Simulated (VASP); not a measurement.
# PbO (P4/nmm) in VASP: notebook, part 2 of 2

VASP 6.6.1. The steps go on from the part before.

### Step 3. Single point, PBE+D3(BJ)

This run uses another cell than the first one, of the same volume but with other edges.

File INCAR:

```
SYSTEM = PbO
PREC     = Accurate       ! precision mode
ENCUT    = 520            ! plane-wave cutoff, eV
EDIFF    = 1E-7           ! SCF threshold, eV
ISMEAR   = 0              ! smearing method
SIGMA    = 0.05           ! smearing width, eV
LREAL    = .FALSE.        ! projectors in reciprocal space
LASPH    = .TRUE.         ! aspherical terms in the spheres
NELM     = 80             ! most SCF steps
ALGO     = Normal         ! electronic algorithm
ISIF     = 2              ! what is computed and relaxed
LWAVE    = .FALSE.        ! write WAVECAR
LCHARG   = .FALSE.        ! write CHGCAR
GGA      = PE             ! functional
IVDW     = 12             ! dispersion correction
NBANDS   = 28             ! bands
```

File KPOINTS:

```
regular mesh
0
G
  8 8 6
  0 0 0
```

File POSCAR:

```
PbO
1.0
    3.9102855627      0.0000000000      0.0000000000
    0.0000000000      3.9102855627      0.0000000000
    0.0000000000      0.0000000000      5.1880351249
Pb O
2 2
Direct
    0.0000000000      0.5000000000      0.2351000000
    0.5000000000      0.0000000000      0.7649000000
    0.0000000000      0.0000000000      0.0000000000
    0.5000000000      0.5000000000      0.0000000000
```

Potentials or basis: VASP PAW PBE potentials, release 64 (Pb_d, O).

Run with:

```bash
> cat potpaw_PBE.64/Pb_d/POTCAR potpaw_PBE.64/O/POTCAR > POTCAR
> mpirun -np 1 vasp_std > vasp.out
```

Wall time 3.6 min (1 thread of Intel Xeon 8259CL, shared host); peak memory 0.26 GiB.

It converged, with:

| Quantity | Value |
| --- | --- |
| Free energy | -22.3339 eV |
| Pressure | 3.5 GPa |
| Largest force | 0.303 eV/Å |
| Band gap on the k mesh | 1.12 eV (least direct gap 2.19 eV) |
| Dispersion energy per atom | -0.239 eV |

Forces in eV/Å, atoms in the order of the input:
```
Pb   0.000  0.000  0.303
Pb   0.000  0.000 -0.303
O    0.000  0.000  0.000
O    0.000  0.000  0.000
```

Stress tensor (GPa, compression positive):
```
4.57 0.00 0.00
0.00 4.57 0.00
0.00 0.00 1.30
```

Levels at points of the mesh, in eV from the valence-band top:
| k point | band 17 | band 18 | band 19 | band 20 | band 21 | band 22 | band 23 | band 24 |
| --- | --- | --- | --- | --- | --- | --- | --- | --- |
| (0.00, 0.00, 0.00) | -1.87 | -1.68 | -1.68 | 0.00 | 2.32 | 5.27 | 5.68 | 5.68 |
| (0.50, 0.00, 0.00) | -3.08 | -3.08 | -1.87 | -1.87 | 3.20 | 3.20 | 6.51 | 6.51 |
| (0.50, 0.50, 0.00) | -1.89 | -1.89 | -1.07 | -1.07 | 1.12 | 1.12 | 5.07 | 5.07 |
| (0.00, 0.00, 0.50) | -1.89 | -1.71 | -1.71 | -1.32 | 2.15 | 4.06 | 4.06 | 4.50 |
| (0.50, 0.00, 0.50) | -3.06 | -3.06 | -1.21 | -1.21 | 2.87 | 2.87 | 6.43 | 6.43 |
| (0.50, 0.50, 0.50) | -2.36 | -2.36 | -1.07 | -1.07 | 3.27 | 3.27 | 4.43 | 4.43 |

Caveat: the cell stands under pressure; spin-orbit coupling is left out, which moves the levels of the heavy elements. A k mesh can miss the band edges.

### Step 4. Single point, PBE+D3(BJ)

This run uses another cell than the first one, of the same volume but with other edges.

File INCAR:

```
SYSTEM = PbO
PREC = Accurate
ENCUT = 520
EDIFF = 1E-6
ISMEAR = 0
SIGMA = 0.05
LREAL = .False.
LASPH = .True.
NELM = 80
ALGO = Normal
ISIF = 2
LWAVE = .False.
LCHARG = .False.
GGA = PE
IVDW = 12
NBANDS = 28
```

File KPOINTS:

```
Automatic mesh
0
Gamma
  8 8 6
  0 0 0
```

File POSCAR:

```
PbO
1.0
    4.2812926160      0.0000000000      0.0000000000
    0.0000000000      4.2812926160      0.0000000000
    0.0000000000      0.0000000000      4.3278284053
Pb O
2 2
Direct
    0.0000000000      0.5000000000      0.2351000000
    0.5000000000      0.0000000000      0.7649000000
    0.0000000000      0.0000000000      0.0000000000
    0.5000000000      0.5000000000      0.0000000000
```

Run with:

```bash
> cat potpaw_PBE.64/Pb_d/POTCAR potpaw_PBE.64/O/POTCAR > POTCAR
> mpirun -np 1 vasp_std > vasp.out
```

It took 1.9 min on 1 thread of Intel Xeon 8259CL, shared host; peak memory 0.26 GiB.

The run converged. Its results:

| Item | Value |
| --- | --- |
| Free energy | -22.1999 eV |
| Pressure | -0.2 GPa |
| Largest force | 0.638 eV/Å |
| Band gap on the k mesh | 1.35 eV (least direct gap 1.40 eV) |
| Dispersion energy per atom | -0.239 eV |

Forces on the atoms (eV/Å):
```
Pb   0.000  0.000  0.638
Pb   0.000  0.000 -0.638
O    0.000  0.000  0.000
O    0.000  0.000  0.000
```

Stress tensor (GPa, compression positive):
```
-1.67  0.00  0.00
 0.00 -1.67  0.00
 0.00  0.00  2.75
```

Levels at points of the mesh, in eV from the valence-band top:
```tsv
k point	band 16	band 17	band 18	band 19	band 20	band 21	band 22	band 23	band 24	band 25
(0.00, 0.00, 0.00)	-4.10	-1.77	-1.77	-1.22	-0.55	2.74	5.57	5.57	6.22	7.68
(0.50, 0.00, 0.00)	-2.94	-2.29	-2.29	-0.82	-0.82	3.83	3.83	6.48	6.48	6.64
(0.50, 0.50, 0.00)	-2.42	-1.02	-1.02	-0.67	-0.67	1.47	1.47	6.27	6.27	8.33
(0.00, 0.00, 0.50)	-3.76	-1.76	-1.76	-1.42	-0.05	1.35	3.00	3.92	3.92	8.85
(0.50, 0.00, 0.50)	-3.32	-2.81	-2.81	-0.42	-0.42	3.22	3.22	5.94	5.94	7.18
(0.50, 0.50, 0.50)	-3.20	-1.92	-1.92	-1.03	-1.03	4.35	4.35	5.00	5.00	5.35
```

Caveat: spin-orbit coupling is left out, which moves the levels of the heavy elements.

### Step 5. Single point, PBE+D3(BJ)

This run uses another cell than the first one, of the same volume but with other edges.

File INCAR:

```
PREC = Accurate
ENCUT = 520
EDIFF = 1E-7
ISMEAR = 0
SIGMA = 0.05
LREAL = F
LASPH = T
NELM = 100
ALGO = Normal
ISIF = 2
LWAVE = F
LCHARG = F
GGA = PE
IVDW = 12
NBANDS = 28
```

File KPOINTS:

```
regular mesh
0
Gamma
  8 8 6
```

File POSCAR:

```
PbO
1.0
    3.6415850439      0.0000000000      0.0000000000
    0.0000000000      3.6415850439      0.0000000000
    0.0000000000      0.0000000000      5.9818971713
Pb O
2 2
Direct
    0.0000000000      0.5000000000      0.2351000000
    0.5000000000      0.0000000000      0.7649000000
    0.0000000000      0.0000000000      0.0000000000
    0.5000000000      0.5000000000      0.0000000000
```

Potentials or basis: VASP PAW PBE potentials, release 64 (Pb_d, O).

Run with:

```bash
> cat potpaw_PBE.64/Pb_d/POTCAR potpaw_PBE.64/O/POTCAR > POTCAR
> mpirun -np 1 vasp_std > vasp.out
```

OUTCAR:

```text
PREC = Accurate
   ENCUT = 520
   EDIFF = 1E-7
   ISMEAR = 0
   LREAL = F
   LASPH = T
   NELM = 100
   ISIF = 2
   GGA = PE
   IVDW = 12
 IVDW          = 12

 ion  position               nearest neighbor table
   1  0.000  0.500  0.235-   3 2.30   4 2.30   3 2.30   4 2.30   2 3.81   2 3.81   2 3.81   2 3.81
                             2 4.08   2 4.08   2 4.08   2 4.08
   2  0.500  0.000  0.765-   3 2.30   4 2.30   4 2.30   3 2.30   1 3.81   1 3.81   1 3.81   1 3.81
[... 953 lines left out ...]

  FORCE on cell =-STRESS in cart. coord.  units (eV):
  Direction    XX          YY          ZZ          XY          YZ          ZX
  --------------------------------------------------------------------------------------
  -------------------------------------------------------------------------------------
  Total       5.37974     5.37974    -4.32577     0.00000     0.00000     0.00000
  in kB     108.65567   108.65567   -87.36837     0.00000     0.00000     0.00000
  external pressure =       43.31 kB  Pullay stress =        0.00 kB

 VOLUME and BASIS-vectors are now :
 -----------------------------------------------------------------------------
  energy-cutoff  :      520.00
  volume of cell :       79.33
      direct lattice vectors                 reciprocal lattice vectors
     3.641585044  0.000000000  0.000000000     0.274605697  0.000000000  0.000000000
     0.000000000  3.641585044  0.000000000     0.000000000  0.274605697  0.000000000
     0.000000000  0.000000000  5.981897171     0.000000000  0.000000000  0.167171045

 POSITION                                       TOTAL-FORCE (eV/Angst)
 -----------------------------------------------------------------------------------
      0.00000      1.82079      1.40634        -0.000000      0.000000     -1.432120
      1.82079      0.00000      4.57555         0.000000      0.000000      1.432120
      0.00000      0.00000      0.00000         0.000000     -0.000000      0.000000
      1.82079      1.82079      0.00000        -0.000000      0.000000      0.000000
 -----------------------------------------------------------------------------------
    total drift:                                0.000000      0.000000     -0.000000

  FREE ENERGIE OF THE ION-ELECTRON SYSTEM (eV)
  ---------------------------------------------------
  free  energy   TOTEN  =       -21.5938397832 eV

  energy  without entropy=      -21.5938397832  energy(sigma->0) =      -21.59383978
```

stdout:

```text
POSCAR found type information on POSCAR PbO
 POSCAR found :  2 types and       4 ions
 scaLAPACK will be used
 LDA part: xc-table for (Slater+PW92), standard interpolation
 POSCAR, INCAR and KPOINTS ok, starting setup
 FFT: planning ... GRIDC
 FFT: planning ... GRID_SOFT
 FFT: planning ... GRID
 WAVECAR not read
 entering main loop
```

Wall time 4.1 min (1 thread of Intel Xeon 8259CL, shared host); peak memory 0.27 GiB.

Results:

* Free energy: -21.5938 eV
* Pressure: 4.3 GPa
* Largest force: 1.432 eV/Å
* Band gap on the k mesh: 1.05 eV
* Dispersion energy per atom: -0.241 eV

Forces on the atoms (eV/Å):
```
Pb   0.000  0.000 -1.432
Pb   0.000  0.000  1.432
O    0.000  0.000  0.000
O    0.000  0.000  0.000
```

Stress tensor (GPa, compression positive):
```
10.87  0.00  0.00
 0.00 10.87  0.00
 0.00  0.00 -8.74
```

Caveat: the stress differs along the axes, from -9 to 11 GPa; spin-orbit coupling is left out, which moves the levels of the heavy elements; forces of over 1 eV/Å act on the atoms, so gaps and moduli don't describe the material at rest. A k mesh can miss the band edges.

### Step 6. Summary

```csv
cell,gap on the mesh (eV),pressure (GPa),largest force (eV/Å)
"a = 4.029, b = 4.029, c = 4.887 Å, 4 atoms",1.35,2.6,0.63
"a = 3.910, b = 3.910, c = 5.188 Å, 4 atoms",1.12,3.5,0.30
"a = 4.281, b = 4.281, c = 4.328 Å, 4 atoms",1.35,-0.2,0.64
"a = 3.642, b = 3.642, c = 5.982 Å, 4 atoms",1.05,4.3,1.43
```

Alike in all rows: task single point; level PBE+D3(BJ); potentials or basis VASP PAW PBE potentials, release 64 (Pb_d, O); no spin polarisation; k mesh 8 × 8 × 6; cutoff (eV) 520; smearing gaussian 0.05 eV.

Caveats: spin-orbit coupling is left out, which moves the levels of the heavy elements; the cell stands under pressure (at least some runs); the stress differs along the axes, from -9 to 11 GPa (at least some runs); forces of over 1 eV/Å act on the atoms, so gaps and moduli don't describe the material at rest (at least some runs).

Total energies depend on the potentials used, so only differences within one code and one set of settings carry meaning.
